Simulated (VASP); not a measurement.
# WC (Fm-3m) in VASP: further runs, part 2 of 2

VASP 6.6.1. Earlier steps stand in the parts before.

**3. Density of states, LDA+U**

Input file POSCAR:

```
WC
1.0
    0.0000000000      2.1926840000      2.1926840000
    2.1926840000      0.0000000000      2.1926840000
    2.1926840000      2.1926840000      0.0000000000
W C
1 1
Direct
    0.0000000000      0.0000000000      0.0000000000
    0.5000000000      0.5000000000      0.5000000000
```

Input file INCAR.step1:

```
PREC = Accurate
ENCUT = 910
EDIFF = 1E-6
ISMEAR = -1
SIGMA = 0.05
LREAL = False
LASPH = True
NELM = 200
ALGO = Normal
ISIF = 2
LWAVE = False
LCHARG = True
LMAXMIX = 4
LDAU = True
LDAUTYPE = 2
LDAUL = 2 -1
LDAUU = 5 0
LDAUJ = 0 0
LDAUPRINT = 1
NBANDS = 16
GGA_COMPAT = False
NEDOS = 2001
LORBIT = 11
```

Input file KPOINTS.step1:

```
regular mesh
0
Gamma
  10 10 10
```

Input file INCAR.step2:

```
PREC = Accurate
ENCUT = 910
EDIFF = 1E-6
ISMEAR = -5
SIGMA = 0.05
LREAL = False
LASPH = True
NELM = 200
ALGO = Normal
ISIF = 2
LWAVE = False
LCHARG = False
LMAXMIX = 4
LDAU = True
LDAUTYPE = 2
LDAUL = 2 -1
LDAUU = 5 0
LDAUJ = 0 0
LDAUPRINT = 1
LORBIT = 11
NEDOS = 1001
ICHARG = 11
GGA_COMPAT = False
```

Input file KPOINTS.step2:

```
regular mesh
0
Gamma
  15 15 15
```

Potentials or basis: VASP PAW LDA potentials, release 64 (W_sv, C_h).

Run with:

```
$ cat potpaw_LDA.64/W_sv/POTCAR potpaw_LDA.64/C_h/POTCAR > POTCAR
$ cp INCAR.step1 INCAR
$ cp KPOINTS.step1 KPOINTS
$ mpirun -np 1 vasp_std > vasp.out
$ cp INCAR.step2 INCAR
$ cp KPOINTS.step2 KPOINTS
$ mpirun -np 1 vasp_std > vasp.out
```

OUTCAR:

```text
PREC = Accurate
   ENCUT = 910
   EDIFF = 1E-6
   ISMEAR = -5
   LREAL = False
   LASPH = True
   NELM = 200
   ISIF = 2
   LORBIT = 11
   ICHARG = 11

 ion  position               nearest neighbor table
   1  0.000  0.000  0.000-   2 2.19   2 2.19   2 2.19   2 2.19   2 2.19   2 2.19
   2  0.500  0.500  0.500-   1 2.19   1 2.19   1 2.19   1 2.19   1 2.19   1 2.19

  LATTYP: Found a face centered cubic cell.
 ALAT       =     4.3853680000

  Lattice vectors:

 A1 = (   0.0000000000,   2.1926840000,   2.1926840000)
 A2 = (   2.1926840000,   0.0000000000,   2.1926840000)
 A3 = (   2.1926840000,   2.1926840000,   0.0000000000)

Analysis of symmetry for initial positions (statically):
=====================================================================
 Subroutine PRICEL returns:
 Original cell was already a primitive cell.

 Routine SETGRP: Setting up the symmetry group for a
 face centered cubic supercell.

 Subroutine GETGRP returns: Found 48 space group operations
 (whereof 48 operations were pure point group operations)
[... 216 lines left out ...]
      6      10.3445      2.00000
      7      10.3445      2.00000
      8      10.3445      2.00000
      9      11.7840      2.00000
     10      11.7840      2.00000
     11      11.7840      2.00000
     12      12.1417      2.39959
     13      12.1417      1.67674
[... 354 lines left out ...]
  band No.  band energies     occupation
      1     -62.6962      2.00000
      2     -27.0919      2.00000
      3     -26.9812      2.00000
      4     -26.9750      2.00000
      5      -1.8752      2.00000
      6       7.2631      2.00000
      7       8.8539      2.00000
      8       9.3603      2.00000
      9      10.0831      2.00000
     10      12.4301      2.00061
     11      13.6400     -0.07736
     12      14.2690      0.00000
     13      16.6564      0.00000

 [... further k-points ...]
[... 5 lines left out ...]
  --------------------------------------------------------------------------------------
  -------------------------------------------------------------------------------------
  Total       -0.6834799     -0.6834799     -0.6834799      0.0000000     -0.0000000      0.0000000
  in kB      -51.9371563    -51.9371563    -51.9371563      0.0000000     -0.0000000      0.0000000
  external PRESSURE =     -51.9371563 kB  Pullay stress =       0.0000000 kB

 VOLUME and BASIS-vectors are now :
 -----------------------------------------------------------------------------
  energy-cutoff  :      910.00
  volume of cell :       21.08
      direct lattice vectors                 reciprocal lattice vectors
     0.000000000  2.192684000  2.192684000    -0.228031034  0.228031034  0.228031034
     2.192684000  0.000000000  2.192684000     0.228031034 -0.228031034  0.228031034
     2.192684000  2.192684000  0.000000000     0.228031034  0.228031034 -0.228031034

 POSITION                                       TOTAL-FORCE (eV/Angst)
 -----------------------------------------------------------------------------------
      0.00000      0.00000      0.00000        -0.000000     -0.000000     -0.000000
      2.19268      2.19268      2.19268         0.000000      0.000000      0.000000
 -----------------------------------------------------------------------------------
    total drift:                                0.000000     -0.000000     -0.000000

  FREE ENERGIE OF THE ION-ELECTRON SYSTEM (eV)
  ---------------------------------------------------
  free  energy   TOTEN  =       -18.1630199285 eV

  energy  without entropy=      -18.1630199285  energy(sigma->0) =      -18.16301993

 total charge

# of ion       s       p       d       tot
------------------------------------------
    1        2.325   6.375   3.286  11.985
    2        0.461   0.961   0.000   1.422
--------------------------------------------------
tot          2.786   7.335   3.286  13.407
```

OUTCAR.step1:

```text
PREC = Accurate
   ENCUT = 910
   EDIFF = 1E-6
   ISMEAR = -1
   LREAL = False
[... 717 lines left out ...]
    total drift:                                0.000000     -0.000000     -0.000000

  FREE ENERGIE OF THE ION-ELECTRON SYSTEM (eV)
  ---------------------------------------------------
  free  energy   TOTEN  =       -18.1761094744 eV

  energy  without entropy=      -18.1691351175  energy(sigma->0) =      -18.17262230

 total charge

# of ion       s       p       d       tot
------------------------------------------
    1        2.322   6.374   3.293  11.989
    2        0.461   0.960   0.000   1.421
--------------------------------------------------
tot          2.783   7.335   3.293  13.410
```

OSZICAR.step1:

```text
N       E                     dE             d eps       ncg     rms          rms(c)
DAV:   1     0.153924483803E+03    0.15392E+03   -0.13099E+04  1504   0.186E+03
DAV:   2    -0.165330696676E+02   -0.17046E+03   -0.16384E+03  1888   0.435E+02
DAV:   3    -0.221878663050E+02   -0.56548E+01   -0.56182E+01  1592   0.686E+01
DAV:   4    -0.222274797727E+02   -0.39613E-01   -0.39605E-01  1968   0.643E+00
DAV:   5    -0.222277376266E+02   -0.25785E-03   -0.25785E-03  1664   0.519E-01    0.307E+01
DAV:   6    -0.182847317521E+02    0.39430E+01   -0.94463E+00  2080   0.293E+01    0.720E+00
DAV:   7    -0.182155060168E+02    0.69226E-01   -0.52535E-01  1520   0.584E+00    0.542E+00
DAV:   8    -0.181791571582E+02    0.36349E-01   -0.11696E-01  1768   0.259E+00    0.124E+00
DAV:   9    -0.181760798203E+02    0.30773E-02   -0.70191E-03  1696   0.651E-01    0.151E-01
DAV:  10    -0.181761029640E+02   -0.23144E-04   -0.64382E-04  1640   0.311E-01    0.295E-02
DAV:  11    -0.181761084854E+02   -0.55214E-05   -0.20624E-05  1840   0.439E-02    0.100E-02
DAV:  12    -0.181761094744E+02   -0.98898E-06   -0.27954E-06  1440   0.140E-02
   1 F= -.18176109E+02 E0= -.18172622E+02  d E =-.697436E-02
```

Run time: 60 s. Hardware: 1 thread of AMD EPYC 9R14 (Zen 4), shared host; peak memory 0.19 GiB.

What came out:

| Property | Result |
| --- | --- |
| Valence electrons inside the program's atomic spheres | W 11.98; C 1.42 |

Eigenvalues of the final occupation matrices:
| site | spin | trace | eigenvalues |
| --- | --- | --- | --- |
| site 1 d | 1 | 1.67 | 0.33 0.33 0.33 0.34 0.34 |
| site 1 d | 2 | 1.67 | 0.33 0.33 0.33 0.34 0.34 |

Caveat: the cutoff is under 1.25 times the usual one of these potentials, so pressure, stress and relaxed cells hold a basis-set (Pulay) error; the bands computed are all filled at some k points, so no gap is given; spin-orbit coupling is left out, which moves the levels of the heavy elements; the U is typed as a test and isn't derived for this compound.

**4. Density of states, LDA+U**

POSCAR is that of step 3.

Input file INCAR.step1:

```
PREC = Accurate ; ENCUT = 910
EDIFF = 1E-6 ; ISMEAR = -1
SIGMA = 0.05 ; LREAL = F
LASPH = T ; NELM = 200
ALGO = Normal ; ISIF = 2
LWAVE = F ; LCHARG = T
LMAXMIX = 4 ; LDAU = T
LDAUTYPE = 2 ; LDAUL = 2 -1
LDAUU = 8 0 ; LDAUJ = 0 0
LDAUPRINT = 1 ; NBANDS = 16
GGA_COMPAT = F ; NEDOS = 2001
LORBIT = 11
```

Input file KPOINTS.step1:

```
Automatic mesh
0
Gamma
  10 10 10
```

Input file INCAR.step2:

```
PREC = Accurate ; ENCUT = 910
EDIFF = 1E-6 ; ISMEAR = -5
SIGMA = 0.05 ; LREAL = F
LASPH = T ; NELM = 200
ALGO = Normal ; ISIF = 2
LWAVE = F ; LCHARG = F
LMAXMIX = 4 ; LDAU = T
LDAUTYPE = 2 ; LDAUL = 2 -1
LDAUU = 8 0 ; LDAUJ = 0 0
LDAUPRINT = 1 ; LORBIT = 10
NEDOS = 1001 ; ICHARG = 11
GGA_COMPAT = F
```

Input file KPOINTS.step2:

```
Automatic mesh
0
Gamma
  15 15 15
```

Potentials or basis: VASP PAW LDA potentials, release 64 (W_sv, C_h).

Run with:

```
$ cat potpaw_LDA.64/W_sv/POTCAR potpaw_LDA.64/C_h/POTCAR > POTCAR
$ cp INCAR.step1 INCAR
$ cp KPOINTS.step1 KPOINTS
$ mpirun -np 1 vasp_std > vasp.out
$ cp INCAR.step2 INCAR
$ cp KPOINTS.step2 KPOINTS
$ mpirun -np 1 vasp_std > vasp.out
```

OUTCAR:

```text
PREC = Accurate
   ENCUT = 910
   EDIFF = 1E-6
   ISMEAR = -5
   LREAL = F
   LASPH = T
   NELM = 200
   ISIF = 2
   LORBIT = 10
   ICHARG = 11

 ion  position               nearest neighbor table
   1  0.000  0.000  0.000-   2 2.19   2 2.19   2 2.19   2 2.19   2 2.19   2 2.19
   2  0.500  0.500  0.500-   1 2.19   1 2.19   1 2.19   1 2.19   1 2.19   1 2.19

  LATTYP: Found a face centered cubic cell.
 ALAT       =     4.3853680000

  Lattice vectors:

 A1 = (   0.0000000000,   2.1926840000,   2.1926840000)
 A2 = (   2.1926840000,   0.0000000000,   2.1926840000)
 A3 = (   2.1926840000,   2.1926840000,   0.0000000000)

Analysis of symmetry for initial positions (statically):
=====================================================================
 Subroutine PRICEL returns:
 Original cell was already a primitive cell.

 Routine SETGRP: Setting up the symmetry group for a
 face centered cubic supercell.

 Subroutine GETGRP returns: Found 48 space group operations
 (whereof 48 operations were pure point group operations)
 out of a pool of 48 trial point group operations.

[... 213 lines left out ...]
      5      -2.8410      2.00000
      6      10.6856      2.00000
      7      10.6856      2.00000
      8      10.6856      2.00000
      9      11.9292      2.00000
     10      11.9292      2.00000
     11      11.9292      2.00000
     12      12.5208      2.37166
     13      12.5208      1.62100
[... 354 lines left out ...]
  band No.  band energies     occupation
      1     -62.9294      2.00000
      2     -27.3004      2.00000
      3     -27.1917      2.00000
      4     -27.1856      2.00000
      5      -1.7966      2.00000
      6       7.5156      2.00000
      7       9.1225      2.00000
      8       9.6056      2.00000
      9      10.3730      2.00000
     10      12.7946      2.03589
     11      13.8905     -0.09164
     12      14.5293      0.00000
     13      16.8911      0.00000

 [... further k-points ...]
[... 5 lines left out ...]
  --------------------------------------------------------------------------------------
  -------------------------------------------------------------------------------------
  Total        0.1480414      0.1480414      0.1480414      0.0000000     -0.0000000     -0.0000000
  in kB       11.2495605     11.2495605     11.2495605      0.0000000     -0.0000000     -0.0000000
  external PRESSURE =      11.2495605 kB  Pullay stress =       0.0000000 kB

 VOLUME and BASIS-vectors are now :
 -----------------------------------------------------------------------------
  energy-cutoff  :      910.00
  volume of cell :       21.08
      direct lattice vectors                 reciprocal lattice vectors
     0.000000000  2.192684000  2.192684000    -0.228031034  0.228031034  0.228031034
     2.192684000  0.000000000  2.192684000     0.228031034 -0.228031034  0.228031034
     2.192684000  2.192684000  0.000000000     0.228031034  0.228031034 -0.228031034

 POSITION                                       TOTAL-FORCE (eV/Angst)
 -----------------------------------------------------------------------------------
      0.00000      0.00000      0.00000        -0.000000      0.000000     -0.000000
      2.19268      2.19268      2.19268         0.000000     -0.000000      0.000000
 -----------------------------------------------------------------------------------
    total drift:                                0.000000     -0.000000      0.000000

  FREE ENERGIE OF THE ION-ELECTRON SYSTEM (eV)
  ---------------------------------------------------
  free  energy   TOTEN  =       -14.8464923819 eV

  energy  without entropy=      -14.8464923819  energy(sigma->0) =      -14.84649238

 total charge

# of ion       s       p       d       tot
------------------------------------------
    1        2.336   6.386   3.195  11.916
    2        0.460   0.971   0.000   1.431
--------------------------------------------------
tot          2.796   7.357   3.195  13.347
```

OUTCAR.step1:

```text
PREC = Accurate
   ENCUT = 910
   EDIFF = 1E-6
   ISMEAR = -1
   LREAL = F
[... 717 lines left out ...]
    total drift:                                0.000000     -0.000000     -0.000000

  FREE ENERGIE OF THE ION-ELECTRON SYSTEM (eV)
  ---------------------------------------------------
  free  energy   TOTEN  =       -14.8585178102 eV

  energy  without entropy=      -14.8501145430  energy(sigma->0) =      -14.85431618

 total charge

# of ion       s       p       d       tot
------------------------------------------
    1        2.333   6.385   3.203  11.921
    2        0.460   0.970   0.000   1.430
--------------------------------------------------
tot          2.792   7.356   3.203  13.351
```

It took 45 s on 1 thread of Intel Xeon Platinum 8259CL at 2.50GHz (Skylake/Cascade Lake), shared host; peak memory 0.22 GiB.

What came out:

* Valence electrons inside the program's atomic spheres: W 11.92; C 1.43

Eigenvalues of the final occupation matrices:
| site | spin | trace | eigenvalues |
| --- | --- | --- | --- |
| site 1 d | 1 | 1.63 | 0.32 0.32 0.32 0.33 0.33 |
| site 1 d | 2 | 1.63 | 0.32 0.32 0.32 0.33 0.33 |

Caveat: the cutoff is under 1.25 times the usual one of these potentials, so pressure, stress and relaxed cells hold a basis-set (Pulay) error; the bands computed are all filled at some k points, so no gap is given; spin-orbit coupling is left out, which moves the levels of the heavy elements; the U is typed as a test and isn't derived for this compound.
